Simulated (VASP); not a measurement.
Al: single point with PBE

The system is Al.

```
CELL_PARAMETERS angstrom
3.23492 -3.23492 -3.23492
-3.23492 3.23492 -3.23492
3.23492 3.23492 3.23492
ATOMIC_POSITIONS crystal
Al 0.31762 0.35409 0.67171
Al 0.50000 0.00000 0.00000
Al 0.00000 0.50000 0.00000
Al 0.00000 0.00000 0.00000
Al 0.50000 0.50000 0.50000
Al 0.50000 0.00000 0.50000
Al 0.00000 0.50000 0.50000
Al 0.00000 0.00000 0.50000
```

This cell differs from its parent crystal: atom 1 (Al) moved by -1.180 Å along [1 0 0] and -0.944 Å along [0 1 0].

- Program: VASP 6.6.1
- Task: single point
- Functional: PBE
- Potentials or basis: VASP PAW PBE potentials, release 64 (Al)
- Cutoff: 520 eV
- k mesh: 10 × 10 × 10
- Occupations: gaussian, width 0.15 eV
- Spin: no spin polarisation

- Pressure: 22.6 GPa
- Largest force: 15.167 eV/Å
- Band gap on the k mesh: zero (bands 12 and 13 overlap by 2.63 eV)

Forces on the atoms (eV/Å):
```
Al    9.880  10.551   0.000
Al    0.036   0.063   0.007
Al    0.036   0.063  -0.007
Al    0.075   0.101   0.000
Al   -3.771  -5.684 -13.546
Al    0.062  -0.399   0.000
Al   -2.546   0.988   0.000
Al   -3.771  -5.684  13.546
```

Stress tensor (GPa, compression positive):
```
 8.66  3.02  0.00
 3.02  9.36  0.00
 0.00  0.00 49.90
```

Levels at points of the mesh, in eV from the Fermi level:
| k point | band 8 | band 9 | band 10 | band 11 | band 12 | band 13 | band 14 | band 15 | band 16 | band 17 |
| --- | --- | --- | --- | --- | --- | --- | --- | --- | --- | --- |
| (0.00, 0.00, 0.00) | -3.81 | -3.53 | -3.46 | -3.23 | -3.16 | -1.58 | 1.62 | 2.05 | 2.17 | 2.94 |
| (0.50, 0.00, 0.00) | -2.81 | -2.07 | -1.53 | -0.20 | 0.12 | 0.58 | 0.83 | 1.19 | 1.43 | 1.78 |
| (0.00, 0.50, 0.00) | -2.70 | -2.12 | -1.64 | -0.28 | 0.25 | 0.61 | 0.83 | 1.11 | 1.39 | 1.71 |
| (0.00, 0.00, 0.50) | -2.63 | -1.72 | -1.52 | 0.33 | 0.68 | 0.72 | 0.83 | 0.98 | 1.39 | 1.51 |
| (0.50, 0.50, 0.00) | -2.41 | -2.25 | -1.70 | -0.41 | -0.09 | 0.18 | 0.89 | 1.38 | 1.76 | 1.87 |
| (0.50, 0.50, 0.50) | -1.44 | -1.36 | -1.01 | -0.69 | -0.45 | -0.13 | 0.93 | 3.42 | 3.74 | 4.19 |

Wall time 31 min on 1 thread of Oxide Virtual Turin-like Processor, with other jobs on the host, peak memory 0.63 GiB.

Caveat: the cell differs from its parent crystal (atom 1 (Al) moved by -1.180 Å along [1 0 0] and -0.944 Å along [0 1 0]); the stress differs along the axes, from 9 to 50 GPa; forces of over 1 eV/Å act on the atoms, so gaps and moduli don't describe the material at rest.
